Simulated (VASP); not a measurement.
Write the native input for VASP 6.6.1 that does the following.

```yaml
Task: single point
Functional: PBE
Potentials_or_basis: VASP PAW PBE potentials, release 64 (Sn_d, Ru_pv)
Cutoff: 520 eV
k_mesh: 6 × 6 × 4
Occupations: gaussian, width 0.1 eV
Spin: collinear spin, ferromagnetic start
Starting_moments: "[0.0, 1.0] μB"
Dipole_correction: no
Further_INCAR_settings: ALGO = Normal; EDIFF = 1e-06; NBANDS = 25
```

The structure of SnRu lies in POSCAR:

```
SnRu
1.0
    3.2472714031      0.0000000000      0.0000000000
   -1.6236357016      2.8122195281      0.0000000000
    0.0000000000      0.0000000000      3.9338529520
Sn Ru
1 1
Direct
    0.6666666667      0.3333333333      0.5000000000
    0.3333333333      0.6666666667      0.0000000000
```

The input as run:

INCAR

```
PREC = Accurate ; ENCUT = 520
EDIFF = 1E-6 ; ISMEAR = 0
SIGMA = 0.1 ; LREAL = F
LASPH = T ; NELM = 150
ALGO = Normal ; ISIF = 2
LWAVE = F ; LCHARG = F
ISPIN = 2 ; MAGMOM = 0 1
LORBIT = 11 ; LMAXMIX = 4
GGA = PE ; NBANDS = 25
```

KPOINTS

```
Automatic mesh
0
Gamma
  6 6 4
```

Potentials or basis: VASP PAW PBE potentials, release 64 (Sn_d, Ru_pv).

Run with:

```bash
$ cat potpaw_PBE.64/Sn_d/POTCAR potpaw_PBE.64/Ru_pv/POTCAR > POTCAR
$ mpirun -np 1 vasp_std > vasp.out
```

Results of the run:

| Item | Value |
| --- | --- |
| Pressure | 0.4 GPa |
| Band gap on the k mesh | zero (filled and empty bands overlap) |
| Net moment | 0.00 μB per cell |
| Valence electrons inside the program's atomic spheres | Sn 12.44; Ru 12.62 |

Caveat: the k points lie up to 0.40 Å⁻¹ apart; spin-orbit coupling is left out, which moves the levels of the heavy elements.

Run time: 13 s on 1 thread of Intel(R) Xeon(R) 6975P-C (Granite Rapids), on a shared host, peak memory 0.17 GiB.
